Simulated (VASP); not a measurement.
# TiRh (Pm-3m) in VASP: single point with LDA

Aim: the single point of TiRh with LDA.

All numbers are computed with VASP 6.6.1; they aren't measurements. Logs are shortened: lines on timing, memory, paths and dates and some standing lists are left out, and cuts for length are marked.

**1. The cell of the first run**

The structure is cubic, space group Pm-3m (No. 221). The conventional cell has a = 3.115 Å, b = 3.115 Å, c = 3.115 Å, α = 90.00°, β = 90.00°, γ = 90.00°. Ti (site symmetry m-3m) has 8 Rh at 2.70 Å and 6 Ti at 3.12 Å within 3.6 Å. Within 3.6 Å of Rh (site symmetry m-3m) lie 8 Ti at 2.70 Å and 6 Rh at 3.12 Å.

**2. Single point, LDA**

INCAR reads:

```
ALGO = Normal
EDIFF = 1E-6
ENCUT = 520
ISIF = 2
ISMEAR = 1
LASPH = True
LCHARG = False
LREAL = False
LWAVE = False
NBANDS = 20
NELM = 100
PREC = Accurate
SIGMA = 0.1
```

KPOINTS reads:

```
k-points
0
Gamma
  9 9 9
```

POSCAR reads:

```
TiRh
1.0
    3.1152020000      0.0000000000      0.0000000000
    0.0000000000      3.1152020000      0.0000000000
    0.0000000000      0.0000000000      3.1152020000
Ti Rh
1 1
Direct
    0.5000000000      0.5000000000      0.5000000000
    0.0000000000      0.0000000000      0.0000000000
```

Potentials or basis: VASP PAW LDA potentials, release 64 (Ti_sv, Rh_pv).

Started as:

```console
cat potpaw_LDA.64/Ti_sv/POTCAR potpaw_LDA.64/Rh_pv/POTCAR > POTCAR
mpirun -np 1 vasp_std > vasp.out
```

OUTCAR:

```text
EDIFF = 1E-6
   ENCUT = 520
   ISIF = 2
   ISMEAR = 1
   LASPH = True
   LREAL = False
   NELM = 100
   PREC = Accurate

 ion  position               nearest neighbor table
   1  0.500  0.500  0.500-   2 2.70   2 2.70   2 2.70   2 2.70   2 2.70   2 2.70   2 2.70   2 2.70

   2  0.000  0.000  0.000-   1 2.70   1 2.70   1 2.70   1 2.70   1 2.70   1 2.70   1 2.70   1 2.70

  LATTYP: Found a simple cubic cell.
 ALAT       =     3.1152020000

  Lattice vectors:

 A1 = (   3.1152020000,   0.0000000000,   0.0000000000)
 A2 = (   0.0000000000,   3.1152020000,   0.0000000000)
 A3 = (   0.0000000000,   0.0000000000,   3.1152020000)

Analysis of symmetry for initial positions (statically):
=====================================================================
 Subroutine PRICEL returns:
 Original cell was already a primitive cell.

 Routine SETGRP: Setting up the symmetry group for a
 simple cubic supercell.

 Subroutine GETGRP returns: Found 48 space group operations
 (whereof 48 operations were pure point group operations)
 out of a pool of 48 trial point group operations.

The static configuration has the point symmetry O_h .

Analysis of symmetry for dynamics (positions and initial velocities):
=====================================================================
 Subroutine PRICEL returns:
 Original cell was already a primitive cell.

 Routine SETGRP: Setting up the symmetry group for a
 simple cubic supercell.

 Subroutine GETGRP returns: Found 48 space group operations
 (whereof 48 operations were pure point group operations)
 out of a pool of 48 trial point group operations.

The dynamic configuration has the point symmetry O_h .

 Subroutine INISYM returns: Found 48 space group operations
 (whereof 48 operations are pure point group operations),
 and found     1 'primitive' translations

----------------------------------------------------------------------------------------

                                     Primitive cell

  volume of cell :      30.2314

  direct lattice vectors                    reciprocal lattice vectors
     3.115202000  0.000000000  0.000000000     0.321006471  0.000000000  0.000000000
     0.000000000  3.115202000  0.000000000     0.000000000  0.321006471  0.000000000
     0.000000000  0.000000000  3.115202000     0.000000000  0.000000000  0.321006471

  length of vectors
     3.115202000  3.115202000  3.115202000     0.321006471  0.321006471  0.321006471

  position of ions in fractional coordinates (direct lattice)
     0.500000000  0.500000000  0.500000000
     0.000000000  0.000000000  0.000000000

  ion indices of the primitive-cell ions
   primitive index   ion index
                 1           1
                 2           2

----------------------------------------------------------------------------------------

 KPOINTS: k-points

Automatic generation of k-mesh.
 Grid dimensions read from file:
 generate k-points for:    9    9    9

 Generating k-lattice:

  Cartesian coordinates                     Fractional coordinates (reciprocal lattice)
     0.035667386  0.000000000  0.000000000     0.111111111  0.000000000  0.000000000
     0.000000000  0.035667386  0.000000000     0.000000000  0.111111111  0.000000000
     0.000000000  0.000000000  0.035667386     0.000000000  0.000000000  0.111111111

  Length of vectors
     0.035667386  0.035667386  0.035667386

  Shift w.r.t. Gamma in fractional coordinates (k-lattice)
     0.000000000  0.000000000  0.000000000

 Subroutine IBZKPT returns following result:
 ===========================================

 Found     35 irreducible k-points:

 Following reciprocal coordinates:
            Coordinates               Weight
  0.000000  0.000000  0.000000      1.000000
  0.111111  0.000000  0.000000      6.000000
  0.222222  0.000000  0.000000      6.000000
  0.333333  0.000000  0.000000      6.000000
  0.444444  0.000000  0.000000      6.000000
  0.111111  0.111111  0.000000     12.000000
[... 16 lines left out ...]
  0.333333  0.333333  0.111111     24.000000
  0.444444  0.333333  0.111111     48.000000
 [... further k-points ...]
   k-points           NKPTS =     35   k-points in BZ     NKDIM =     35   number of bands    NBANDS=     20
   number of dos      NEDOS =    301   number of ions     NIONS =      2
   total plane-waves  NPLWV =  13824
   dimension x,y,z NGX =    24 NGY =   24 NGZ =   24
   dimension x,y,z NGXF=    48 NGYF=   48 NGZF=   48
   ions per type =               1   1
   NGX,Y,Z   is equivalent  to a cutoff of  12.81, 12.81, 12.81 a.u.
   NGXF,Y,Z  is equivalent  to a cutoff of  25.62, 25.62, 25.62 a.u.
 SYSTEM =  unknown system
   PREC   = accura    normal or accurate (medium, high low for compatibility)
   ISTART =      0    job   : 0-new  1-cont  2-samecut
   ICHARG =      2    charge: 1-file 2-atom 10-const
   ISPIN  =      1    spin polarized calculation?
   LNONCOLLINEAR =      F non collinear calculations
   LSORBIT =      F    spin-orbit coupling
   LASPH  =      T    aspherical Exc in radial PAW
   ENCUT  =  520.0 eV  38.22 Ry    6.18 a.u.   5.79  5.79  5.79*2*pi/ulx,y,z
   NELM   =    100;   NELMIN=  2; NELMDL= -5     # of ELM steps
   EDIFF  = 0.1E-05   stopping-criterion for ELM
   LREAL  =      F    real-space projection
   EDIFFG = 0.1E-04   stopping-criterion for IOM
   NSW    =      0    number of steps for IOM
   IBRION =     -1    ionic relax: 0-MD 1-quasi-New 2-CG
   NFREE  =      0    steps in history (QN), initial steepest desc. (CG)
   ISIF   =      2    stress and relaxation
   ISYM   =      2    0-nonsym 1-usesym 2-fastsym
   POTIM  = 0.5000    time-step for ionic-motion
   TEBEG  =    0.0;   TEEND  =   0.0 temperature during run
   PSTRESS=    0.0 pullay stress
   NELECT =      27.0000    total number of electrons
   NUPDOWN=      -1.0000    fix difference up-down
   EMIN   =  10.00;   EMAX   =-10.00  energy-range for DOS
   EFERMI =   0.00;   METHOD = LEGACY
   ISMEAR =     1;   SIGMA  =   0.10  broadening in eV -4-tet -1-fermi 0-gaus
   EFERMI_NEDOS =   21; number of points for ismear=-14 and -15
   IALGO  =     38    algorithm
   IMIX   =      4    mixing-type and parameters
     AMIX     =   0.40;   BMIX     =  1.00
     AMIX_MAG =   1.60;   BMIX_MAG =  1.00
  volume/ion in A,a.u.               =      15.12       102.01
  Fermi-wavevector in a.u.,A,eV,Ry     =   1.576558  2.979262 33.817746  2.485534
  Thomas-Fermi vector in A             =   2.677373
   LORBIT       =      0    0 simple, 1 ext, 2 COOP (PROOUT), +10 PAW based schemes
   GGA     = CA    functional components
   LHFCALC =     F    Hartree Fock is set to
   AEXX    =    0.0000 exact exchange contribution
   IVDW    =     0    specifies the selected vdW correction
   LEPSILON=     F    determine dielectric tensor
   LRPA    =     F    only Hartree local field effects (RPA)
 non-spin polarized calculation
 Methfessel and Paxton  Order N= 1 SIGMA  =   0.10
  energy-cutoff  :      520.00
  volume of cell :       30.23
 maximum number of plane-waves:       825
 NGX is ok and might be reduce to    24
   NGX = 11   NGY = 11   NGZ = 11

 number of electron      27.0000005 magnetization

 Free energy of the ion-electron system (eV)
  ---------------------------------------------------
  ext. energy  EPLUGINS =         0.00000000
  ---------------------------------------------------
  free energy    TOTEN  =       -18.60374164 eV

  energy without entropy =      -18.59931175  energy(sigma->0) =      -18.60226501

 E-fermi :  10.4551     XC(G=0): -13.1138

 val. band max:       10.4526563301   @ k =   0.4444   0.3333   0.1111
 cond. band min:      10.4637398100   @ k =   0.4444   0.3333   0.0000
 fundamental gap:      0.0110834799
 Fermi energy:        10.4551351533

 k-point     1 :       0.0000    0.0000    0.0000
  band No.  band energies     occupation
      1     -46.4764      2.00000
      2     -36.1072      2.00000
      3     -36.1072      2.00000
      4     -36.1072      2.00000
      5     -22.9900      2.00000
      6     -22.9900      2.00000
[... 12 lines left out ...]
     19      18.9343      0.00000
     20      18.9343      0.00000

 k-point     2 :       0.1111    0.0000    0.0000
  band No.  band energies     occupation
      1     -46.4746      2.00000
      2     -36.1163      2.00000
      3     -36.1061      2.00000
      4     -36.1061      2.00000
      5     -23.0150      2.00000
      6     -22.9894      2.00000
[... 12 lines left out ...]
     19      18.0013      0.00000
     20      19.5725      0.00000

 k-point     3 :       0.2222    0.0000    0.0000
  band No.  band energies     occupation
      1     -46.4699      2.00000
      2     -36.1392      2.00000
      3     -36.1032      2.00000
      4     -36.1032      2.00000
      5     -23.0779      2.00000
      6     -22.9879      2.00000
[... 12 lines left out ...]
     19      16.1128      0.00000
     20      21.1435      0.00000

 k-point     4 :       0.3333    0.0000    0.0000
  band No.  band energies     occupation
      1     -46.4646      2.00000
      2     -36.1651      2.00000
      3     -36.1000      2.00000
      4     -36.1000      2.00000
      5     -23.1488      2.00000
      6     -22.9861      2.00000
[... 12 lines left out ...]
     19      14.3697      0.00000
     20      23.1808      0.00000

 k-point     5 :       0.4444    0.0000    0.0000
  band No.  band energies     occupation
      1     -46.4611      2.00000
      2     -36.1820      2.00000
      3     -36.0979      2.00000
      4     -36.0979      2.00000
      5     -23.1946      2.00000
      6     -22.9850      2.00000
[... 12 lines left out ...]
     19      13.5140      0.00000
     20      25.3285      0.00000

 k-point     6 :       0.1111    0.1111    0.0000
  band No.  band energies     occupation
      1     -46.4727      2.00000
      2     -36.1167      2.00000
      3     -36.1140      2.00000
      4     -36.1050      2.00000
      5     -23.0179      2.00000
      6     -23.0097      2.00000
[... 12 lines left out ...]
     19      18.3206      0.00000
     20      18.8500      0.00000

 k-point     7 :       0.2222    0.1111    0.0000
  band No.  band energies     occupation
      1     -46.4678      2.00000
      2     -36.1389      2.00000
      3     -36.1128      2.00000
      4     -36.1022      2.00000
      5     -23.0759      2.00000
      6     -23.0103      2.00000
[... 12 lines left out ...]
     19      16.5300      0.00000
     20      20.0556      0.00000
[... 277 lines left out ...]
 k-point    20 :       0.2222    0.2222    0.1111
  band No.  band energies     occupation
      1     -46.4602      2.00000
      2     -36.1394      2.00000
      3     -36.1342      2.00000
      4     -36.1095      2.00000
      5     -23.0745      2.00000
      6     -23.0589      2.00000
[... 12 lines left out ...]
     19      17.3091      0.00000
     20      18.9035      0.00000

 k-point    21 :       0.3333    0.2222    0.1111
  band No.  band energies     occupation
      1     -46.4540      2.00000
      2     -36.1650      2.00000
      3     -36.1350      2.00000
      4     -36.1068      2.00000
      5     -23.1319      2.00000
      6     -23.0590      2.00000
[... 12 lines left out ...]
     19      15.6111      0.00000
     20      19.7901      0.00000

 k-point    22 :       0.4444    0.2222    0.1111
  band No.  band energies     occupation
      1     -46.4500      2.00000
      2     -36.1830      2.00000
      3     -36.1342      2.00000
      4     -36.1050      2.00000
      5     -23.1731      2.00000
      6     -23.0551      2.00000
[... 12 lines left out ...]
     19      14.0351      0.00000
     20      21.0768      0.00000

 k-point    23 :       0.3333    0.3333    0.1111
  band No.  band energies     occupation
      1     -46.4473      2.00000
      2     -36.1665      2.00000
      3     -36.1625      2.00000
      4     -36.1041      2.00000
      5     -23.1263      2.00000
      6     -23.1145      2.00000
[... 12 lines left out ...]
     19      15.4236      0.00000
     20      18.8652      0.00000

 k-point    24 :       0.4444    0.3333    0.1111
  band No.  band energies     occupation
      1     -46.4429      2.00000
      2     -36.1836      2.00000
      3     -36.1643      2.00000
      4     -36.1022      2.00000
      5     -23.1599      2.00000
      6     -23.1133      2.00000
[... 12 lines left out ...]
     19      14.2750      0.00000
     20      19.4016      0.00000

 [... further k-points ...]
[... 5 lines left out ...]
  --------------------------------------------------------------------------------------
  -------------------------------------------------------------------------------------
  Total       -2.3921811     -2.3921811     -2.3921811     -0.0000000     -0.0000000      0.0000000
  in kB     -126.7786112   -126.7786112   -126.7786112     -0.0000000     -0.0000000      0.0000000
  external PRESSURE =    -126.7786112 kB  Pullay stress =       0.0000000 kB

 VOLUME and BASIS-vectors are now :
 -----------------------------------------------------------------------------
  energy-cutoff  :      520.00
  volume of cell :       30.23
      direct lattice vectors                 reciprocal lattice vectors
     3.115202000  0.000000000  0.000000000     0.321006471  0.000000000  0.000000000
     0.000000000  3.115202000  0.000000000     0.000000000  0.321006471  0.000000000
     0.000000000  0.000000000  3.115202000     0.000000000  0.000000000  0.321006471

 POSITION                                       TOTAL-FORCE (eV/Angst)
 -----------------------------------------------------------------------------------
      1.55760      1.55760      1.55760         0.000000      0.000000      0.000000
      0.00000      0.00000      0.00000         0.000000      0.000000      0.000000
 -----------------------------------------------------------------------------------
    total drift:                                0.000000      0.000000     -0.000000

  FREE ENERGIE OF THE ION-ELECTRON SYSTEM (eV)
  ---------------------------------------------------
  free  energy   TOTEN  =       -18.6037416353 eV

  energy  without entropy=      -18.5993117473  energy(sigma->0) =      -18.60226501
```

Run time: 10 s. Hardware: 1 thread of Intel Xeon 6975P-C, shared host; peak memory 0.14 GiB.

Results:

| Quantity | Value |
| --- | --- |
| Free energy | -18.6037 eV |
| Pressure | -12.7 GPa |

Levels at points of the mesh, in eV from the Fermi level:
```
           k point  band 11  band 12  band 13  band 14  band 15  band 16
(0.00, 0.00, 0.00)    -2.35    -2.35    -2.35     0.73     0.73     2.39
```
